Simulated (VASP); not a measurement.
# MgS (Fm-3m) in VASP: further runs

MgS is run at these levels: PBE; tasks: single point, relaxation of cell and atoms.

Program: VASP 6.6.1. These are calculated values, not measurements. Logs are shortened: lines on timing, memory, paths and dates and some standing lists are left out, and cuts for length are marked.

### 1 The cell of the first run

Symmetry: Fm-3m, No. 225, cubic system. Conventional cell: a = 5.209 Å, b = 5.209 Å, c = 5.209 Å, α = 90.00°, β = 90.00°, γ = 90.00°. Within 3.4 Å of Mg (site symmetry m-3m) lie 6 S at 2.60 Å. S (site symmetry m-3m) has 6 Mg at 2.60 Å within 3.4 Å.

### 2 Single point, PBE

Input file INCAR:

```
SYSTEM = MgS
ALGO = Normal
EDIFF = 1E-6
ENCUT = 520
GGA = PE
ISIF = 2
ISMEAR = 0
LASPH = .TRUE.
LCHARG = .FALSE.
LREAL = .FALSE.
LWAVE = .FALSE.
NBANDS = 11
NELM = 60
PREC = Accurate
SIGMA = 0.1
```

Input file KPOINTS:

```
k-points
0
G
  6 6 6
  0 0 0
```

Input file POSCAR:

```
MgS
1.0
    0.0000000000      2.6043975556      2.6043975556
    2.6043975556      0.0000000000      2.6043975556
    2.6043975556      2.6043975556      0.0000000000
Mg S
1 1
Direct
    0.0000000000      0.0000000000      0.0000000000
    0.5000000000      0.5000000000      0.5000000000
```

Potentials or basis: VASP PAW PBE potentials, release 64 (Mg, S).

The run is started by

```sh
cat potpaw_PBE.64/Mg/POTCAR potpaw_PBE.64/S/POTCAR > POTCAR
mpirun -np 1 vasp_std > vasp.out
```

OUTCAR:

```text
SYSTEM = MgS
   EDIFF = 1E-6
   ENCUT = 520
   GGA = PE
   ISIF = 2
   ISMEAR = 0
   LASPH = .TRUE.
   LREAL = .FALSE.
   NELM = 60
   PREC = Accurate

 ion  position               nearest neighbor table
   1  0.000  0.000  0.000-   2 2.60   2 2.60   2 2.60   2 2.60   2 2.60   2 2.60
   2  0.500  0.500  0.500-   1 2.60   1 2.60   1 2.60   1 2.60   1 2.60   1 2.60

  LATTYP: Found a face centered cubic cell.
 ALAT       =     5.2087951112

  Lattice vectors:

 A1 = (   0.0000000000,   2.6043975556,   2.6043975556)
 A2 = (   2.6043975556,   0.0000000000,   2.6043975556)
 A3 = (   2.6043975556,   2.6043975556,   0.0000000000)

Analysis of symmetry for initial positions (statically):
=====================================================================
 Subroutine PRICEL returns:
 Original cell was already a primitive cell.

 Routine SETGRP: Setting up the symmetry group for a
 face centered cubic supercell.

 Subroutine GETGRP returns: Found 48 space group operations
 (whereof 48 operations were pure point group operations)
 out of a pool of 48 trial point group operations.

The static configuration has the point symmetry O_h .

Analysis of symmetry for dynamics (positions and initial velocities):
=====================================================================
 Subroutine PRICEL returns:
 Original cell was already a primitive cell.

 Routine SETGRP: Setting up the symmetry group for a
 face centered cubic supercell.

 Subroutine GETGRP returns: Found 48 space group operations
 (whereof 48 operations were pure point group operations)
 out of a pool of 48 trial point group operations.

The dynamic configuration has the point symmetry O_h .

 Subroutine INISYM returns: Found 48 space group operations
 (whereof 48 operations are pure point group operations),
 and found     1 'primitive' translations

----------------------------------------------------------------------------------------

                                     Primitive cell

  volume of cell :      35.3307

  direct lattice vectors                    reciprocal lattice vectors
     0.000000000  2.604397556  2.604397556    -0.191982979  0.191982979  0.191982979
     2.604397556  0.000000000  2.604397556     0.191982979 -0.191982979  0.191982979
     2.604397556  2.604397556  0.000000000     0.191982979  0.191982979 -0.191982979

  length of vectors
     3.683174345  3.683174345  3.683174345     0.332524273  0.332524273  0.332524273

  position of ions in fractional coordinates (direct lattice)
     0.000000000  0.000000000  0.000000000
     0.500000000  0.500000000  0.500000000

  ion indices of the primitive-cell ions
   primitive index   ion index
                 1           1
                 2           2

----------------------------------------------------------------------------------------

 KPOINTS: k-points

Automatic generation of k-mesh.
 Grid dimensions read from file:
 generate k-points for:    6    6    6

 Generating k-lattice:

  Cartesian coordinates                     Fractional coordinates (reciprocal lattice)
    -0.031997163  0.031997163  0.031997163     0.166666667  0.000000000  0.000000000
     0.031997163 -0.031997163  0.031997163     0.000000000  0.166666667  0.000000000
     0.031997163  0.031997163 -0.031997163     0.000000000  0.000000000  0.166666667

  Length of vectors
     0.055420712  0.055420712  0.055420712

  Shift w.r.t. Gamma in fractional coordinates (k-lattice)
     0.000000000  0.000000000  0.000000000

 Subroutine IBZKPT returns following result:
 ===========================================

 Found     16 irreducible k-points:

 Following reciprocal coordinates:
            Coordinates               Weight
  0.000000  0.000000  0.000000      1.000000
  0.166667  0.000000  0.000000      8.000000
  0.333333  0.000000  0.000000      8.000000
  0.500000  0.000000  0.000000      4.000000
  0.166667  0.166667  0.000000      6.000000
  0.333333  0.166667  0.000000     24.000000
[... 8 lines left out ...]
 -0.333333  0.333333  0.166667     24.000000
 -0.333333  0.500000  0.166667     12.000000
   k-points           NKPTS =     16   k-points in BZ     NKDIM =     16   number of bands    NBANDS=     11
   number of dos      NEDOS =    301   number of ions     NIONS =      2
   total plane-waves  NPLWV =  21952
   dimension x,y,z NGX =    28 NGY =   28 NGZ =   28
   dimension x,y,z NGXF=    56 NGYF=   56 NGZF=   56
   ions per type =               1   1
   NGX,Y,Z   is equivalent  to a cutoff of  12.64, 12.64, 12.64 a.u.
   NGXF,Y,Z  is equivalent  to a cutoff of  25.28, 25.28, 25.28 a.u.
 SYSTEM =  MgS
   PREC   = accura    normal or accurate (medium, high low for compatibility)
   ISTART =      0    job   : 0-new  1-cont  2-samecut
   ICHARG =      2    charge: 1-file 2-atom 10-const
   ISPIN  =      1    spin polarized calculation?
   LNONCOLLINEAR =      F non collinear calculations
   LSORBIT =      F    spin-orbit coupling
   LASPH  =      T    aspherical Exc in radial PAW
   ENCUT  =  520.0 eV  38.22 Ry    6.18 a.u.   6.85  6.85  6.85*2*pi/ulx,y,z
   NELM   =     60;   NELMIN=  2; NELMDL= -5     # of ELM steps
   EDIFF  = 0.1E-05   stopping-criterion for ELM
   LREAL  =      F    real-space projection
   EDIFFG = 0.1E-04   stopping-criterion for IOM
   NSW    =      0    number of steps for IOM
   IBRION =     -1    ionic relax: 0-MD 1-quasi-New 2-CG
   NFREE  =      0    steps in history (QN), initial steepest desc. (CG)
   ISIF   =      2    stress and relaxation
   ISYM   =      2    0-nonsym 1-usesym 2-fastsym
   POTIM  = 0.5000    time-step for ionic-motion
   TEBEG  =    0.0;   TEEND  =   0.0 temperature during run
   PSTRESS=    0.0 pullay stress
   NELECT =       8.0000    total number of electrons
   NUPDOWN=      -1.0000    fix difference up-down
   EMIN   =  10.00;   EMAX   =-10.00  energy-range for DOS
   EFERMI =   0.00;   METHOD = LEGACY
   ISMEAR =     0;   SIGMA  =   0.10  broadening in eV -4-tet -1-fermi 0-gaus
   EFERMI_NEDOS =   21; number of points for ismear=-14 and -15
   IALGO  =     38    algorithm
   IMIX   =      4    mixing-type and parameters
     AMIX     =   0.40;   BMIX     =  1.00
     AMIX_MAG =   1.60;   BMIX_MAG =  1.00
  volume/ion in A,a.u.               =      17.67       119.21
  Fermi-wavevector in a.u.,A,eV,Ry     =   0.997825  1.885615 13.546695  0.995654
  Thomas-Fermi vector in A             =   2.130007
   LORBIT       =      0    0 simple, 1 ext, 2 COOP (PROOUT), +10 PAW based schemes
   GGA     = PE    functional components
   LHFCALC =     F    Hartree Fock is set to
   AEXX    =    0.0000 exact exchange contribution
   IVDW    =     0    specifies the selected vdW correction
   LEPSILON=     F    determine dielectric tensor
   LRPA    =     F    only Hartree local field effects (RPA)
 non-spin polarized calculation
 Gauss-broadening in eV      SIGMA  =   0.10
  energy-cutoff  :      520.00
  volume of cell :       35.33
 maximum number of plane-waves:       962
   NGX = 13   NGY = 13   NGZ = 13

 number of electron       8.0000000 magnetization

 Free energy of the ion-electron system (eV)
  ---------------------------------------------------
  ext. energy  EPLUGINS =         0.00000000
  ---------------------------------------------------
  free energy    TOTEN  =        -8.49976812 eV

  energy without entropy =       -8.49976812  energy(sigma->0) =       -8.49976812

 E-fermi :   4.1786     XC(G=0):  -9.6745

 val. band max:        3.6993542586   @ k =   0.0000   0.0000   0.0000
 cond. band min:       6.4658353863   @ k =   0.5000   0.5000   0.0000
 fundamental gap:      2.7664811277
 Fermi energy:         4.1786437039

 k-point     1 :       0.0000    0.0000    0.0000
  band No.  band energies     occupation
      1      -8.9496      2.00000
      2       3.6994      2.00000
      3       3.6994      2.00000
      4       3.6994      2.00000
      5       7.3835      0.00000
      6      11.6544      0.00000
      7      11.6544      0.00000
      8      11.6544      0.00000
      9      14.0441      0.00000
     10      14.0441      0.00000
     11      16.2285      0.00000

 k-point     2 :       0.1667    0.0000    0.0000
  band No.  band energies     occupation
      1      -8.6873      2.00000
      2       2.0747      2.00000
      3       3.5318      2.00000
      4       3.5318      2.00000
      5       8.4862      0.00000
      6      11.3510      0.00000
      7      11.9121      0.00000
      8      11.9121      0.00000
      9      13.3416      0.00000
     10      13.3416      0.00000
     11      16.1075      0.00000

 k-point     3 :       0.3333    0.0000    0.0000
  band No.  band energies     occupation
      1      -8.0550      2.00000
      2      -0.1287      2.00000
      3       3.2416      2.00000
      4       3.2416      2.00000
      5       8.4747      0.00000
      6      11.0333      0.00000
      7      11.0333      0.00000
      8      13.0145      0.00000
      9      15.2041      0.00000
     10      15.2041      0.00000
     11      15.2385      0.00000

 k-point     4 :       0.5000    0.0000    0.0000
  band No.  band energies     occupation
      1      -7.6520      2.00000
      2      -1.1135      2.00000
      3       3.1137      2.00000
      4       3.1137      2.00000
      5       8.2418      0.00000
      6      10.6013      0.00000
      7      10.6013      0.00000
      8      13.7770      0.00000
      9      15.8351      0.00000
     10      18.0731      0.00000
     11      18.0731      0.00000

 k-point     5 :       0.1667    0.1667    0.0000
  band No.  band energies     occupation
      1      -8.6022      2.00000
      2       2.1693      2.00000
      3       3.1716      2.00000
      4       3.1716      2.00000
      5       8.9983      0.00000
      6      10.2183      0.00000
      7      11.5979      0.00000
      8      12.7779      0.00000
      9      12.7779      0.00000
     10      14.5022      0.00000
     11      17.8178      0.00000
[... 99 lines left out ...]
 k-point    13 :       0.5000    0.5000    0.0000
  band No.  band energies     occupation
      1      -7.2833      2.00000
      2      -0.4775      2.00000
      3       2.0240      2.00000
      4       2.0240      2.00000
      5       6.4658      0.00000
      6       8.1030      0.00000
      7      15.6720      0.00000
      8      16.5084      0.00000
      9      17.0376      0.00000
     10      17.0376      0.00000
     11      19.5236      0.00000

 k-point    14 :       0.5000    0.3333    0.1667
  band No.  band energies     occupation
      1      -7.6248      2.00000
      2       0.0262      2.00000
      3       1.5187      2.00000
      4       2.4734      2.00000
      5       8.9728      0.00000
      6      10.3223      0.00000
      7      11.0049      0.00000
      8      13.5160      0.00000
      9      15.2363      0.00000
     10      18.5130      0.00000
     11      18.9908      0.00000

 k-point    15 :      -0.3333    0.3333    0.1667
  band No.  band energies     occupation
      1      -7.3516      2.00000
      2      -0.2087      2.00000
      3       0.9994      2.00000
      4       2.1216      2.00000
      5       9.0129      0.00000
      6      10.4109      0.00000
      7      12.3760      0.00000
      8      12.6117      0.00000
      9      15.9162      0.00000
     10      17.5671      0.00000
     11      19.3872      0.00000

 k-point    16 :      -0.3333    0.5000    0.1667
  band No.  band energies     occupation
      1      -7.2501      2.00000
      2      -0.0356      2.00000
      3       1.1316      2.00000
      4       1.4949      2.00000
      5       8.0961      0.00000
      6       9.9241      0.00000
      7      12.8421      0.00000
      8      13.4866      0.00000
      9      17.4689      0.00000
     10      18.7093      0.00000
     11      19.1390      0.00000

------------------------ aborting loop because EDIFF is reached ----------------------------------------

  FORCE on cell =-STRESS in cart. coord.  units (eV):
  Direction    XX          YY          ZZ          XY          YZ          ZX
  --------------------------------------------------------------------------------------
  -------------------------------------------------------------------------------------
  Total        0.1407511      0.1407511      0.1407511     -0.0000000     -0.0000000      0.0000000
  in kB        6.3827892      6.3827892      6.3827892     -0.0000000     -0.0000000      0.0000000
  external PRESSURE =       6.3827892 kB  Pullay stress =       0.0000000 kB

 VOLUME and BASIS-vectors are now :
 -----------------------------------------------------------------------------
  energy-cutoff  :      520.00
  volume of cell :       35.33
      direct lattice vectors                 reciprocal lattice vectors
     0.000000000  2.604397556  2.604397556    -0.191982979  0.191982979  0.191982979
     2.604397556  0.000000000  2.604397556     0.191982979 -0.191982979  0.191982979
     2.604397556  2.604397556  0.000000000     0.191982979  0.191982979 -0.191982979

 POSITION                                       TOTAL-FORCE (eV/Angst)
 -----------------------------------------------------------------------------------
      0.00000      0.00000      0.00000        -0.000000     -0.000000     -0.000000
      2.60440      2.60440      2.60440         0.000000      0.000000      0.000000
 -----------------------------------------------------------------------------------
    total drift:                                0.000000      0.000000      0.000000

  FREE ENERGIE OF THE ION-ELECTRON SYSTEM (eV)
  ---------------------------------------------------
  free  energy   TOTEN  =        -8.4997681218 eV

  energy  without entropy=       -8.4997681218  energy(sigma->0) =       -8.49976812
```

Run time: 4.4 s. Hardware: 1 thread of Intel Xeon 6975P-C (Granite Rapids), shared host; peak memory 0.15 GiB.

Results:

| Quantity | Value |
| --- | --- |
| Free energy | -8.4998 eV |
| Pressure | 0.6 GPa |
| Band gap on the k mesh | 2.77 eV, indirect (least direct gap 3.68 eV) |

A k mesh can miss the band edges. As with any semilocal functional, this PBE gap is likely too small.

### 3 Single point, PBE

This run uses another cell than the first one, of 17.88 Å³/atom, 1.012 times its volume.

Input file INCAR:

```
SYSTEM = MgS
PREC = Accurate ; ENCUT = 520
EDIFF = 1E-7 ; ISMEAR = 0
SIGMA = 0.02 ; LREAL = .False.
LASPH = .True. ; NELM = 60
ALGO = Normal ; ISIF = 2
LWAVE = .False. ; LCHARG = .False.
GGA = PE ; NBANDS = 11
```

Input file KPOINTS:

```
Automatic mesh
0
Gamma
  8 8 8
  0 0 0
```

Input file POSCAR:

```
MgS
1.0
    0.0000000000      2.6148775162      2.6148775162
    2.6148775162      0.0000000000      2.6148775162
    2.6148775162      2.6148775162      0.0000000000
Mg S
1 1
Direct
    0.0000000000      0.0000000000      0.0000000000
    0.5000000000      0.5000000000      0.5000000000
```

Potentials or basis: VASP PAW PBE potentials, release 64 (Mg, S).

The run is started by

```sh
cat potpaw_PBE.64/Mg/POTCAR potpaw_PBE.64/S/POTCAR > POTCAR
mpirun -np 1 vasp_std > vasp.out
```

It took 6.8 s on 1 thread of Intel Xeon 6975P-C (Granite Rapids), shared host; peak memory 0.16 GiB.

The run converged. Its results:

```yaml
Free_energy: -8.5029 eV
Pressure: -0.3 GPa
Band_gap_on_the_k_mesh: 2.74 eV, indirect (least direct gap 3.59 eV)
```

Levels at points of the mesh, in eV from the valence-band top:
| k point | band 1 | band 2 | band 3 | band 4 | band 5 | band 6 | band 7 | band 8 |
| --- | --- | --- | --- | --- | --- | --- | --- | --- |
| (0.00, 0.00, 0.00) | -12.58 | 0.00 | 0.00 | 0.00 | 3.59 | 7.96 | 7.96 | 7.96 |
| (0.50, 0.00, 0.00) | -11.31 | -4.75 | -0.57 | -0.57 | 4.53 | 6.89 | 6.89 | 9.95 |
| (0.50, 0.50, 0.00) | -10.96 | -4.11 | -1.65 | -1.65 | 2.74 | 4.44 | 11.85 | 12.78 |

[end of part 1 of 2]
